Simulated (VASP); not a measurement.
Crystal: InP.

```
CELL_PARAMETERS angstrom
0.00000 2.97919 2.97919
2.97919 0.00000 2.97919
2.97919 2.97919 0.00000
ATOMIC_POSITIONS crystal
In 0.00000 0.00000 0.00000
P 0.25000 0.25000 0.25000
```

```yaml
Program: VASP 6.6.1
Task: relaxation of cell and atoms
Functional: r2SCAN
Potentials_or_basis: VASP PAW PBE potentials, release 64 (In_d, P)
Cutoff: 600 eV
k_mesh: 6 × 6 × 6
Occupations: fermi-dirac, width 0.02 eV
Spin: no spin polarisation
```

At the start: pressure -1.7 GPa; volume 26.44 Å³/atom.

Q: Where does the relaxation end?

A: Over 3 steps the energy falls by 4.0 meV/atom and the volume is 25.74 Å³/atom (-2.7 %); space group F-43m (No. 216, to 0.05 Å).

The path:
```csv
step,energy change (eV),largest force (eV/Å),pressure (GPa),volume (Å³)
1,0.0000,0.0000,-1.75,52.88
2,-0.0054,0.0000,1.07,50.71
3,-0.0079,0.0000,0.01,51.47
```

Final structure:
```cif
data_structure
_symmetry_space_group_name_H-M 'P 1'
_symmetry_Int_Tables_number 1
_cell_length_a 4.1753
_cell_length_b 4.1753
_cell_length_c 4.1753
_cell_angle_alpha 60.000
_cell_angle_beta 60.000
_cell_angle_gamma 60.000
_cell_volume 51.47
loop_
_atom_site_label
_atom_site_type_symbol
_atom_site_fract_x
_atom_site_fract_y
_atom_site_fract_z
_atom_site_occupancy
In1 In 0.00000 0.00000 0.00000 1
P1 P 0.25000 0.25000 0.25000 1
```

Caveat: the PAW data sets were made with another functional, which shifts forces and pressure a little.
